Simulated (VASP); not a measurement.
# SiC (P6_3mc) in VASP: relaxation of the atoms with PBE

Aim: the relaxation of the atoms of SiC with PBE.

Program: VASP 6.6.1. These are calculated values, not measurements. Logs are shortened: lines on timing, memory, paths and dates and some standing lists are left out, and cuts for length are marked.

## (1) The cell of the first run

It takes space group P6_3mc (No. 186, hexagonal). The conventional cell has a = 3.094 Å, b = 3.094 Å, c = 10.129 Å, α = 90.00°, β = 90.00°, γ = 120.00°. Si (site symmetry 3m) has 4 C at 1.90 Å within 2.5 Å. Si (site symmetry 3m) has 4 C at 1.89 to 1.90 Å within 2.5 Å. Within 2.5 Å of C (site symmetry 3m) lie 4 Si at 1.89 to 1.90 Å. Within 2.5 Å of C (site symmetry 3m) lie 4 Si at 1.90 Å.

## (2) Relaxation of the atoms, PBE

Contents of INCAR:

```
SYSTEM = SiC
PREC = Accurate ; ENCUT = 520
EDIFF = 1E-7 ; ISMEAR = -1
SIGMA = 0.01 ; LREAL = Auto
LASPH = .TRUE. ; NELM = 120
ALGO = Normal ; ISIF = 2
LWAVE = .FALSE. ; LCHARG = .FALSE.
GGA = PE ; IBRION = 2
NSW = 100 ; EDIFFG = -0.03
GGA_COMPAT = .FALSE. ; NELMIN = 4
```

Contents of KPOINTS:

```
Automatic mesh
0
Gamma
  1 1 1
  0.25 0.25 0.25
```

Contents of POSCAR:

```
SiC
1.0
    6.1879230200      0.0000000600      0.0000000000
   -3.0939615600      5.3588985100      0.0000000000
    0.0000000000      0.0000000000     10.1287833700
Si C
16 16
Direct
    0.3333333350      0.1666666650      0.9378448600
    0.1666666650      0.3333333350      0.4378448600
    0.0000000000      0.0000000000      0.6879001300
    0.0000000000      0.0000000000      0.1879001300
    0.3333333350      0.6666666650      0.9378448600
    0.1666666650      0.8333333350      0.4378448600
    0.0000000000      0.5000000000      0.6879001300
    0.0000000000      0.5000000000      0.1879001300
    0.8333333350      0.1666666650      0.9378448600
    0.6666666650      0.3333333350      0.4378448600
    0.5000000000      0.0000000000      0.6879001300
    0.5000000000      0.0000000000      0.1879001300
    0.8333333350      0.6666666650      0.9378448600
    0.6666666650      0.8333333350      0.4378448600
    0.5000000000      0.5000000000      0.6879001300
    0.5000000000      0.5000000000      0.1879001300
    0.3333333350      0.1666666650      0.7498071200
    0.1666666650      0.3333333350      0.2498071200
    0.0000000000      0.0000000000      0.5004468900
    0.0000000000      0.0000000000      0.0004468900
    0.3333333350      0.6666666650      0.7498071200
    0.1666666650      0.8333333350      0.2498071200
    0.0000000000      0.5000000000      0.5004468900
    0.0000000000      0.5000000000      0.0004468900
    0.8333333350      0.1666666650      0.7498071200
    0.6666666650      0.3333333350      0.2498071200
    0.5000000000      0.0000000000      0.5004468900
    0.5000000000      0.0000000000      0.0004468900
    0.8333333350      0.6666666650      0.7498071200
    0.6666666650      0.8333333350      0.2498071200
    0.5000000000      0.5000000000      0.5004468900
    0.5000000000      0.5000000000      0.0004468900
```

Potentials or basis: VASP PAW PBE potentials, release 64 (Si, C).

Run with:

```
$ cat potpaw_PBE.64/Si/POTCAR potpaw_PBE.64/C/POTCAR > POTCAR
$ mpirun -np 1 vasp_std > vasp.out
```

OUTCAR:

```text
SYSTEM = SiC
   PREC = Accurate
   ENCUT = 520
   EDIFF = 1E-7
   ISMEAR = -1
   LREAL = Auto
   LASPH = .TRUE.
   NELM = 120
   ISIF = 2
   GGA = PE
   IBRION = 2
   NSW = 100
   EDIFFG = -0.03
   NELMIN = 4

 ion  position               nearest neighbor table
   1  0.333  0.167  0.938-  28 1.90  20 1.90  32 1.90  17 1.90   9 3.09   9 3.09   5 3.09   5 3.09
                            13 3.09  13 3.09  11 3.10   3 3.10  15 3.10  12 3.10   4 3.10  16 3.10
   2  0.167  0.333  0.438-  23 1.90  31 1.90  19 1.90  18 1.90  10 3.09  10 3.09   6 3.09   6 3.09
                            14 3.09  14 3.09   8 3.10  16 3.10   4 3.10   7 3.10  15 3.10   3 3.10
   3  0.000  0.000  0.688-  25 1.89  17 1.89  29 1.89  19 1.90  11 3.09  11 3.09   7 3.09   7 3.09
                            15 3.09  15 3.09   9 3.10   1 3.10  13 3.10   6 3.10  14 3.10   2 3.10
   4  0.000  0.000  0.188-  22 1.89  30 1.89  18 1.89  20 1.90  12 3.09  12 3.09   8 3.09   8 3.09
                            16 3.09  16 3.09   6 3.10  14 3.10   2 3.10   9 3.10   1 3.10  13 3.10
   5  0.333  0.667  0.938-  32 1.90  24 1.90  28 1.90  21 1.90  13 3.09  13 3.09   1 3.09   1 3.09
                             9 3.09   9 3.09  15 3.10   7 3.10  11 3.10  16 3.10   8 3.10  12 3.10
   6  0.167  0.833  0.438-  19 1.90  27 1.90  23 1.90  22 1.90  14 3.09  14 3.09   2 3.09   2 3.09
                            10 3.09  10 3.09   4 3.10  12 3.10   8 3.10   3 3.10  11 3.10   7 3.10
   7  0.000  0.500  0.688-  29 1.89  21 1.89  25 1.89  23 1.90  15 3.09  15 3.09   3 3.09   3 3.09
                            11 3.09  11 3.09  13 3.10   5 3.10   9 3.10   2 3.10  10 3.10   6 3.10
   8  0.000  0.500  0.188-  18 1.89  26 1.89  22 1.89  24 1.90  16 3.09  16 3.09   4 3.09   4 3.09
                            12 3.09  12 3.09   2 3.10  10 3.10   6 3.10  13 3.10   5 3.10   9 3.10
   9  0.833  0.167  0.938-  20 1.90  28 1.90  24 1.90  25 1.90   1 3.09   1 3.09  13 3.09  13 3.09
[... 38 lines left out ...]
 A1 = (   6.1879230200,   0.0000000600,   0.0000000000)
 A2 = (  -3.0939615600,   5.3588985100,   0.0000000000)
 A3 = (   0.0000000000,   0.0000000000,  10.1287833700)

Analysis of symmetry for initial positions (statically):
=====================================================================
 Subroutine PRICEL returns following result:

  LATTYP: Found a hexagonal cell.
 ALAT       =     3.0939615100
 C/A-ratio  =     3.2737263658

  Lattice vectors:

 A1 = (   3.0939615100,   0.0000000300,   0.0000000000)
 A2 = (  -1.5469807800,   2.6794492550,   0.0000000000)
 A3 = (   0.0000000000,   0.0000000000,  10.1287833700)

   4 primitive cells build up your supercell.

 Routine SETGRP: Setting up the symmetry group for a
 hexagonal supercell.

 Subroutine GETGRP returns: Found 12 space group operations
 (whereof  6 operations were pure point group operations)
 out of a pool of 24 trial point group operations.

[... 128 lines left out ...]
   EMIN   =  10.00;   EMAX   =-10.00  energy-range for DOS
   EFERMI =   0.00;   METHOD = LEGACY
   ISMEAR =    -1;   SIGMA  =   0.01  broadening in eV -4-tet -1-fermi 0-gaus
   EFERMI_NEDOS =   21; number of points for ismear=-14 and -15
   IALGO  =     38    algorithm
   IMIX   =      4    mixing-type and parameters
     AMIX     =   0.40;   BMIX     =  1.00
     AMIX_MAG =   1.60;   BMIX_MAG =  1.00
  volume/ion in A,a.u.               =      10.50        70.83
  Fermi-wavevector in a.u.,A,eV,Ry     =   1.186913  2.242940 19.167379  1.408763
  Thomas-Fermi vector in A             =   2.323076
   LORBIT       =      0    0 simple, 1 ext, 2 COOP (PROOUT), +10 PAW based schemes
   GGA     = PE    functional components
   LHFCALC =     F    Hartree Fock is set to
   AEXX    =    0.0000 exact exchange contribution
   IVDW    =     0    specifies the selected vdW correction
   LEPSILON=     F    determine dielectric tensor
   LRPA    =     F    only Hartree local field effects (RPA)
 conjugate gradient relaxation of ions
 non-spin polarized calculation
  energy-cutoff  :      520.00
  volume of cell :      335.88
 maximum number of plane-waves:      9024
 NGX is ok and might be reduce to    48
   NGX = 23   NGY = 23   NGZ = 37

--------------------------------------- Ionic step        1  -------------------------------------------

 number of electron     128.0000005 magnetization

 Free energy of the ion-electron system (eV)
  ---------------------------------------------------
  ext. energy  EPLUGINS =         0.00000000
  ---------------------------------------------------
  free energy    TOTEN  =      -247.06230568 eV

  energy without entropy =     -247.06230568  energy(sigma->0) =     -247.06230568

------------------------ aborting loop because EDIFF is reached ----------------------------------------

  FORCE on cell =-STRESS in cart. coord.  units (eV):
  Direction    XX          YY          ZZ          XY          YZ          ZX
  --------------------------------------------------------------------------------------
  -------------------------------------------------------------------------------------
  Total       -6.1200778     -6.1200779      4.5409128     -0.0000000      0.0000000      0.0000000
  in kB      -29.1937449    -29.1937450     21.6608765     -0.0000000      0.0000000      0.0000000
  external PRESSURE =     -12.2422045 kB  Pullay stress =       0.0000000 kB
[... 119 lines left out ...]
--------------------------------------- Ionic step        3  -------------------------------------------

 number of electron     128.0000005 magnetization

 Free energy of the ion-electron system (eV)
  ---------------------------------------------------
  ext. energy  EPLUGINS =         0.00000000
  ---------------------------------------------------
  free energy    TOTEN  =      -247.06876328 eV

  energy without entropy =     -247.06876328  energy(sigma->0) =     -247.06876328

 E-fermi :   7.5966     XC(G=0): -11.3091

 val. band max:        7.3388658432   @ k =   0.2500   0.2500   0.2500
 cond. band min:      11.5536741313   @ k =   0.2500   0.2500   0.2500
 fundamental gap:      4.2148082882
 Fermi energy:         7.5965646361

 k-point     1 :       0.2500    0.2500    0.2500
  band No.  band energies     occupation
      1      -6.5303      2.00000
      2      -5.9484      2.00000
      3      -5.5240      2.00000
      4      -5.5240      2.00000
      5      -4.9709      2.00000
      6      -4.9709      2.00000
[... 68 lines left out ...]
     75      13.5348      0.00000
     76      13.6156      0.00000
 [bands above 76 left out]

------------------------ aborting loop because EDIFF is reached ----------------------------------------

  FORCE on cell =-STRESS in cart. coord.  units (eV):
  Direction    XX          YY          ZZ          XY          YZ          ZX
  --------------------------------------------------------------------------------------
  -------------------------------------------------------------------------------------
  Total       -6.6896127     -6.6896127      5.5781198     -0.0000000      0.0000000      0.0000000
  in kB      -31.9105166    -31.9105167     26.6085186     -0.0000000      0.0000000      0.0000000
  external PRESSURE =     -12.4041715 kB  Pullay stress =       0.0000000 kB
[... 47 lines left out ...]
  FREE ENERGIE OF THE ION-ELECTRON SYSTEM (eV)
  ---------------------------------------------------
  free  energy   TOTEN  =      -247.0687632835 eV

  energy  without entropy=     -247.0687632835  energy(sigma->0) =     -247.06876328

 reached required accuracy - stopping structural energy minimisation
```

OSZICAR:

```text
N       E                     dE             d eps       ncg     rms          rms(c)
DAV:   1     0.406253025596E+03    0.40625E+03   -0.59147E+04   162   0.143E+03
DAV:   2    -0.234297903824E+03   -0.64055E+03   -0.61593E+03   203   0.246E+02
DAV:   3    -0.273269114883E+03   -0.38971E+02   -0.38680E+02   196   0.597E+01
[... 27 lines left out ...]
DAV:   3    -0.247068781084E+03    0.15824E-03   -0.24957E-04   196   0.605E-02    0.345E-02
DAV:   4    -0.247068763235E+03    0.17849E-04   -0.20154E-04   204   0.456E-02    0.990E-03
DAV:   5    -0.247068763272E+03   -0.36374E-07   -0.34986E-05   188   0.205E-02    0.825E-03
DAV:   6    -0.247068763368E+03   -0.96579E-07   -0.12592E-06   204   0.381E-03    0.208E-03
DAV:   7    -0.247068763284E+03    0.84636E-07   -0.30225E-07   164   0.214E-03
   3 F= -.24706876E+03 E0= -.24706876E+03  d E =-.645760E-02
```

CONTCAR:

```text
SiC
   1.00000000000000
     6.1879230200000004    0.0000000600000000    0.0000000000000000
    -3.0939615599999999    5.3588985100000004    0.0000000000000000
     0.0000000000000000    0.0000000000000000   10.1287833700000007
  Si              C
    16    16
Direct
     0.3333333349999990    0.1666666650000010    0.9375505298727504
     0.1666666650000010    0.3333333349999990    0.4375505298727504
     0.0000000000000000    0.0000000000000000    0.6875493111864260
     0.0000000000000000    0.0000000000000000    0.1875493111864261
     0.3333333349999990    0.6666666650000010    0.9375505298727504
     0.1666666650000010    0.8333333349999990    0.4375505298727504
[... 24 lines left out ...]
     0.5000000000000000    0.5000000000000000    0.5007384860787671
     0.5000000000000000    0.5000000000000000    0.0007384860787672

  0.00000000E+00  0.00000000E+00  0.00000000E+00
  0.00000000E+00  0.00000000E+00  0.00000000E+00
  0.00000000E+00  0.00000000E+00  0.00000000E+00
  0.00000000E+00  0.00000000E+00  0.00000000E+00
  0.00000000E+00  0.00000000E+00  0.00000000E+00
  0.00000000E+00  0.00000000E+00  0.00000000E+00
[... 24 lines left out ...]
  0.00000000E+00  0.00000000E+00  0.00000000E+00
  0.00000000E+00  0.00000000E+00  0.00000000E+00
```

Wall time 3.4 min (1 thread of Oxide Virtual Turin-like, shared host); peak memory 0.4 GiB.

What came out:

| Quantity | Value |
| --- | --- |
| Free energy | -247.0688 eV |
| Energy gained by relaxing | 0.2 meV/atom |
| Ionic steps | 3 |
| Pressure after relaxing | -1.2 GPa |
| Largest force after relaxing | 0.004 eV/Å |
| Band gap on the k mesh | 4.21 eV |

Forces in eV/Å, atoms in the order of the input:
```
Si   0.000  0.000  0.001
Si   0.000  0.000  0.001
Si   0.000  0.000 -0.001
Si   0.000  0.000 -0.001
Si   0.000  0.000  0.001
Si   0.000  0.000  0.001
Si   0.000  0.000 -0.001
Si   0.000  0.000 -0.001
Si   0.000  0.000  0.001
Si   0.000  0.000  0.001
Si   0.000  0.000 -0.001
Si   0.000  0.000 -0.001
Si   0.000  0.000  0.001
Si   0.000  0.000  0.001
Si   0.000  0.000 -0.001
Si   0.000  0.000 -0.001
C    0.000  0.000 -0.003
C    0.000  0.000 -0.003
C    0.000  0.000  0.004
C    0.000  0.000  0.004
C    0.000  0.000 -0.003
C    0.000  0.000 -0.003
C    0.000  0.000  0.004
C    0.000  0.000  0.004
C    0.000  0.000 -0.003
C    0.000  0.000 -0.003
C    0.000  0.000  0.004
C    0.000  0.000  0.004
C    0.000  0.000 -0.003
C    0.000  0.000 -0.003
C    0.000  0.000  0.004
C    0.000  0.000  0.004
```

Step by step:
```
step  energy change (eV)  largest force (eV/Å)  pressure (GPa)
   1              0.0000                0.1333           -1.22
   2             -0.0023                0.1104           -1.23
   3             -0.0065                0.0038           -1.24
```

Final structure:
```cif
data_structure
_symmetry_space_group_name_H-M 'P 1'
_symmetry_Int_Tables_number 1
_cell_length_a 6.1879
_cell_length_b 6.1879
_cell_length_c 10.1288
_cell_angle_alpha 90.000
_cell_angle_beta 90.000
_cell_angle_gamma 120.000
_cell_volume 335.88
loop_
_atom_site_label
_atom_site_type_symbol
_atom_site_fract_x
_atom_site_fract_y
_atom_site_fract_z
_atom_site_occupancy
Si1 Si 0.33333 0.16667 0.93755 1
Si2 Si 0.16667 0.33333 0.43755 1
Si3 Si 0.00000 0.00000 0.68755 1
Si4 Si 0.00000 0.00000 0.18755 1
Si5 Si 0.33333 0.66667 0.93755 1
Si6 Si 0.16667 0.83333 0.43755 1
Si7 Si 0.00000 0.50000 0.68755 1
Si8 Si 0.00000 0.50000 0.18755 1
Si9 Si 0.83333 0.16667 0.93755 1
Si10 Si 0.66667 0.33333 0.43755 1
Si11 Si 0.50000 0.00000 0.68755 1
Si12 Si 0.50000 0.00000 0.18755 1
Si13 Si 0.83333 0.66667 0.93755 1
Si14 Si 0.66667 0.83333 0.43755 1
Si15 Si 0.50000 0.50000 0.68755 1
Si16 Si 0.50000 0.50000 0.18755 1
C1 C 0.33333 0.16667 0.75016 1
C2 C 0.16667 0.33333 0.25016 1
C3 C 0.00000 0.00000 0.50074 1
C4 C 0.00000 0.00000 0.00074 1
C5 C 0.33333 0.66667 0.75016 1
C6 C 0.16667 0.83333 0.25016 1
C7 C 0.00000 0.50000 0.50074 1
C8 C 0.00000 0.50000 0.00074 1
C9 C 0.83333 0.16667 0.75016 1
C10 C 0.66667 0.33333 0.25016 1
C11 C 0.50000 0.00000 0.50074 1
C12 C 0.50000 0.00000 0.00074 1
C13 C 0.83333 0.66667 0.75016 1
C14 C 0.66667 0.83333 0.25016 1
C15 C 0.50000 0.50000 0.50074 1
C16 C 0.50000 0.50000 0.00074 1
```

Caveat: the k points lie up to 1.17 Å⁻¹ apart; a shifted mesh leaves out Γ, where band edges can lie. A k mesh can miss the band edges.
